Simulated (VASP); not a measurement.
# InP (F-43m) in VASP: single point with PBE

Aim: the single point of InP with PBE.

All numbers are computed with VASP 6.6.1; they aren't measurements. Logs are shortened: lines on timing, memory, paths and dates and some standing lists are left out, and cuts for length are marked.

**1. The cell of the first run**

It takes space group F-43m (No. 216, cubic). The conventional cell has a = 5.960 Å, b = 5.960 Å, c = 5.960 Å, α = 90.00°, β = 90.00°, γ = 90.00°. In (site symmetry -43m) has 4 P at 2.58 Å within 3.4 Å. Within 3.4 Å of P (site symmetry -43m) lie 4 In at 2.58 Å.

**2. Single point, PBE**

Input file INCAR:

```
SYSTEM = InP
PREC     = Accurate       ! precision mode
ENCUT    = 500            ! plane-wave cutoff, eV
EDIFF    = 1E-6           ! SCF threshold, eV
ISMEAR   = 0              ! smearing method
SIGMA    = 0.02           ! smearing width, eV
LREAL    = .FALSE.        ! projectors in reciprocal space
LASPH    = .TRUE.         ! aspherical terms in the spheres
NELM     = 120            ! most SCF steps
ALGO     = Normal         ! electronic algorithm
ISIF     = 2              ! what is computed and relaxed
LWAVE    = .FALSE.        ! write WAVECAR
LCHARG   = .FALSE.        ! write CHGCAR
GGA      = PE             ! functional
NBANDS   = 16             ! bands
GGA_COMPAT= .FALSE.
```

Input file KPOINTS:

```
Automatic mesh
0
G
  10 10 10
  0 0 0
```

Input file POSCAR:

```
InP
1.0
    0.0000000000      2.9798940222      2.9798940222
    2.9798940222      0.0000000000      2.9798940222
    2.9798940222      2.9798940222      0.0000000000
In P
1 1
Direct
    0.0000000000      0.0000000000      0.0000000000
    0.7500000000      0.7500000000      0.7500000000
```

Potentials or basis: VASP PAW PBE potentials, release 64 (In_d, P).

Command:

```bash
$ cat potpaw_PBE.64/In_d/POTCAR potpaw_PBE.64/P/POTCAR > POTCAR
$ mpirun -np 1 vasp_std > vasp.out
```

OUTCAR:

```text
SYSTEM = InP
   PREC = Accurate
   ENCUT = 500
   EDIFF = 1E-6
   ISMEAR = 0
   LREAL = .FALSE.
   LASPH = .TRUE.
   NELM = 120
   ISIF = 2
   GGA = PE

 ion  position               nearest neighbor table
   1  0.000  0.000  0.000-   2 2.58   2 2.58   2 2.58   2 2.58
   2  0.750  0.750  0.750-   1 2.58   1 2.58   1 2.58   1 2.58

  LATTYP: Found a face centered cubic cell.
 ALAT       =     5.9597880444

  Lattice vectors:

 A1 = (   0.0000000000,   2.9798940222,   2.9798940222)
 A2 = (   2.9798940222,   0.0000000000,   2.9798940222)
 A3 = (   2.9798940222,   2.9798940222,   0.0000000000)

Analysis of symmetry for initial positions (statically):
=====================================================================
 Subroutine PRICEL returns:
 Original cell was already a primitive cell.

 Routine SETGRP: Setting up the symmetry group for a
 face centered cubic supercell.

 Subroutine GETGRP returns: Found 24 space group operations
 (whereof 24 operations were pure point group operations)
 out of a pool of 48 trial point group operations.

The static configuration has the point symmetry T_d .

Analysis of symmetry for dynamics (positions and initial velocities):
=====================================================================
 Subroutine PRICEL returns:
 Original cell was already a primitive cell.

 Routine SETGRP: Setting up the symmetry group for a
 face centered cubic supercell.

 Subroutine GETGRP returns: Found 24 space group operations
 (whereof 24 operations were pure point group operations)
 out of a pool of 48 trial point group operations.

The dynamic configuration has the point symmetry T_d .

 Subroutine INISYM returns: Found 24 space group operations
 (whereof 24 operations are pure point group operations),
 and found     1 'primitive' translations

----------------------------------------------------------------------------------------

                                     Primitive cell

  volume of cell :      52.9215

  direct lattice vectors                    reciprocal lattice vectors
     0.000000000  2.979894022  2.979894022    -0.167791202  0.167791202  0.167791202
     2.979894022  0.000000000  2.979894022     0.167791202 -0.167791202  0.167791202
     2.979894022  2.979894022  0.000000000     0.167791202  0.167791202 -0.167791202
[... 74 lines left out ...]
 SYSTEM =  InP
   PREC   = accura    normal or accurate (medium, high low for compatibility)
   ISTART =      0    job   : 0-new  1-cont  2-samecut
   ICHARG =      2    charge: 1-file 2-atom 10-const
   ISPIN  =      1    spin polarized calculation?
   LNONCOLLINEAR =      F non collinear calculations
   LSORBIT =      F    spin-orbit coupling
   LASPH  =      T    aspherical Exc in radial PAW
   ENCUT  =  500.0 eV  36.75 Ry    6.06 a.u.   7.68  7.68  7.68*2*pi/ulx,y,z
   NELM   =    120;   NELMIN=  2; NELMDL= -5     # of ELM steps
   EDIFF  = 0.1E-05   stopping-criterion for ELM
   LREAL  =      F    real-space projection
   EDIFFG = 0.1E-04   stopping-criterion for IOM
   NSW    =      0    number of steps for IOM
   IBRION =     -1    ionic relax: 0-MD 1-quasi-New 2-CG
   NFREE  =      0    steps in history (QN), initial steepest desc. (CG)
   ISIF   =      2    stress and relaxation
   ISYM   =      2    0-nonsym 1-usesym 2-fastsym
   POTIM  = 0.5000    time-step for ionic-motion
   TEBEG  =    0.0;   TEEND  =   0.0 temperature during run
   PSTRESS=    0.0 pullay stress
   NELECT =      18.0000    total number of electrons
   NUPDOWN=      -1.0000    fix difference up-down
   EMIN   =  10.00;   EMAX   =-10.00  energy-range for DOS
   EFERMI =   0.00;   METHOD = LEGACY
   ISMEAR =     0;   SIGMA  =   0.02  broadening in eV -4-tet -1-fermi 0-gaus
   EFERMI_NEDOS =   21; number of points for ismear=-14 and -15
   IALGO  =     38    algorithm
   IMIX   =      4    mixing-type and parameters
     AMIX     =   0.40;   BMIX     =  1.00
     AMIX_MAG =   1.60;   BMIX_MAG =  1.00
  volume/ion in A,a.u.               =      26.46       178.57
  Fermi-wavevector in a.u.,A,eV,Ry     =   1.142760  2.159502 17.767839  1.305899
  Thomas-Fermi vector in A             =   2.279457
   LORBIT       =      0    0 simple, 1 ext, 2 COOP (PROOUT), +10 PAW based schemes
   GGA     = PE    functional components
   LHFCALC =     F    Hartree Fock is set to
   AEXX    =    0.0000 exact exchange contribution
   IVDW    =     0    specifies the selected vdW correction
   LEPSILON=     F    determine dielectric tensor
   LRPA    =     F    only Hartree local field effects (RPA)
 non-spin polarized calculation
 Gauss-broadening in eV      SIGMA  =   0.02
  energy-cutoff  :      500.00
  volume of cell :       52.92
 maximum number of plane-waves:      1363
   NGX = 15   NGY = 15   NGZ = 15

 number of electron      18.0000005 magnetization

 Free energy of the ion-electron system (eV)
  ---------------------------------------------------
  ext. energy  EPLUGINS =         0.00000000
  ---------------------------------------------------
  free energy    TOTEN  =        -8.40804627 eV

  energy without entropy =       -8.40804627  energy(sigma->0) =       -8.40804627

 E-fermi :   4.8029     XC(G=0):  -9.0630

 val. band max:        4.6544121832   @ k =   0.0000   0.0000   0.0000
 cond. band min:       5.0929253856   @ k =   0.0000   0.0000   0.0000
 fundamental gap:      0.4385132024
 Fermi energy:         4.8029081641

 k-point     1 :       0.0000    0.0000    0.0000
  band No.  band energies     occupation
      1      -9.4397      2.00000
      2      -9.4397      2.00000
      3      -9.4397      2.00000
      4      -9.3112      2.00000
      5      -9.3112      2.00000
      6      -6.5312      2.00000
[... 433 lines left out ...]
      3      -9.3727      2.00000
      4      -9.3395      2.00000
      5      -9.2889      2.00000
      6      -4.9983      2.00000
[... 8 lines left out ...]
     15      15.1843      0.00000
     16      17.0900      0.00000

 [... further k-points ...]
[... 5 lines left out ...]
  --------------------------------------------------------------------------------------
  -------------------------------------------------------------------------------------
  Total       -0.0188861     -0.0188861     -0.0188861      0.0000000      0.0000000     -0.0000000
  in kB       -0.5717687     -0.5717687     -0.5717687      0.0000000      0.0000000     -0.0000000
  external PRESSURE =      -0.5717687 kB  Pullay stress =       0.0000000 kB

 VOLUME and BASIS-vectors are now :
 -----------------------------------------------------------------------------
  energy-cutoff  :      500.00
  volume of cell :       52.92
      direct lattice vectors                 reciprocal lattice vectors
     0.000000000  2.979894022  2.979894022    -0.167791202  0.167791202  0.167791202
     2.979894022  0.000000000  2.979894022     0.167791202 -0.167791202  0.167791202
     2.979894022  2.979894022  0.000000000     0.167791202  0.167791202 -0.167791202

 POSITION                                       TOTAL-FORCE (eV/Angst)
 -----------------------------------------------------------------------------------
      0.00000      0.00000      0.00000        -0.000000      0.000000     -0.000000
      4.46984      4.46984      4.46984         0.000000     -0.000000      0.000000
 -----------------------------------------------------------------------------------
    total drift:                                0.000000      0.000000      0.000000

  FREE ENERGIE OF THE ION-ELECTRON SYSTEM (eV)
  ---------------------------------------------------
  free  energy   TOTEN  =        -8.4080462669 eV

  energy  without entropy=       -8.4080462669  energy(sigma->0) =       -8.40804627
```

OSZICAR:

```text
N       E                     dE             d eps       ncg     rms          rms(c)
DAV:   1     0.111817284765E+03    0.11182E+03   -0.80922E+03  1504   0.119E+03
DAV:   2    -0.889153488245E+00   -0.11271E+03   -0.10792E+03  1648   0.300E+02
DAV:   3    -0.859211217828E+01   -0.77030E+01   -0.76657E+01  2008   0.754E+01
DAV:   4    -0.879916762791E+01   -0.20706E+00   -0.20701E+00  1888   0.135E+01
DAV:   5    -0.880869055077E+01   -0.95229E-02   -0.95227E-02  2256   0.243E+00    0.525E+00
DAV:   6    -0.843050977692E+01    0.37818E+00   -0.61857E-01  2408   0.122E+01    0.316E+00
DAV:   7    -0.840655878725E+01    0.23951E-01   -0.14734E-01  2128   0.287E+00    0.121E+00
DAV:   8    -0.840717568417E+01   -0.61690E-03   -0.13806E-02  1864   0.136E+00    0.271E-01
DAV:   9    -0.840782474228E+01   -0.64906E-03   -0.13020E-03  1928   0.400E-01    0.145E-01
DAV:  10    -0.840796771864E+01   -0.14298E-03   -0.21190E-04  2184   0.164E-01    0.929E-02
DAV:  11    -0.840804666645E+01   -0.78948E-04   -0.11654E-04  1800   0.860E-02    0.389E-02
DAV:  12    -0.840804626688E+01    0.39957E-06   -0.70996E-06  1832   0.275E-02
   1 F= -.84080463E+01 E0= -.84080463E+01  d E =-.387160E-28
```

stdout:

```text
POSCAR found type information on POSCAR InP
 POSCAR found :  2 types and       2 ions
 scaLAPACK will be used
 LDA part: xc-table for (Slater+PW92), standard interpolation
 POSCAR, INCAR and KPOINTS ok, starting setup
 FFT: planning ... GRIDC
 FFT: planning ... GRID_SOFT
 FFT: planning ... GRID
 WAVECAR not read
 entering main loop
```

It took 18 s on 1 thread of Intel Xeon Platinum 8375C at 2.90GHz (Ice Lake), shared host; peak memory 0.19 GiB.

Results:

| Item | Value |
| --- | --- |
| Free energy | -8.4080 eV |
| Pressure | -0.1 GPa |
| Band gap on the k mesh | 0.44 eV, direct |

Levels at points of the mesh, in eV from the valence-band top:
```csv
k point,band 6,band 7,band 8,band 9,band 10,band 11,band 12,band 13
"(0.00, 0.00, 0.00)",-11.19,0.00,0.00,0.00,0.44,4.09,4.09,4.09
"(0.50, 0.00, 0.00)",-9.62,-5.47,-0.90,-0.90,1.38,4.80,4.80,6.99
"(0.50, 0.50, 0.00)",-9.02,-5.54,-2.16,-2.16,1.85,2.26,8.91,9.26
```

Caveat: spin-orbit coupling is left out, which moves the levels of the heavy elements.
